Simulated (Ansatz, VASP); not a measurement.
**Ti2Si3: VASP beside Ansatz**

```
Ti Si
1.0
     3.61379    0.00000    0.00000
    -1.80690    3.12964    0.00000
     0.00000    0.00000    7.20049
Ti Si
2 3
Direct
  0.33333 0.66667 0.19555
  0.66667 0.33333 0.80445
  0.00000 0.00000 0.00000
  0.33333 0.66667 0.57999
  0.66667 0.33333 0.42001
```

Alike in both runs: task relaxation of cell and atoms; functional PBE; k mesh 12 × 12 × 6; occupations gaussian, width 0.1 eV; no spin polarisation.

|  | VASP | Ansatz |
| --- | --- | --- |
| version | VASP 6.6.1 | Ansatz 0.2.0 |
| potentials or method | VASP PAW PBE potentials, release 64 (Ti_sv, Si), cutoff 600 eV | scalar-relativistic, plane waves, PAW |
| valence electrons in the cell | 36 | 36 |

```tsv
	VASP	Ansatz	Ansatz less VASP
gap on the k mesh at the Fermi level, each at its own relaxed structure (eV)	none	none	-
relaxed volume (Å³/atom)	16.29	16.30	+0.002
relaxed cell length with the largest relative difference (Å)	7.192	7.188	-0.0041
```

A gap of «none» marks a metal or a gap that the smearing closes.
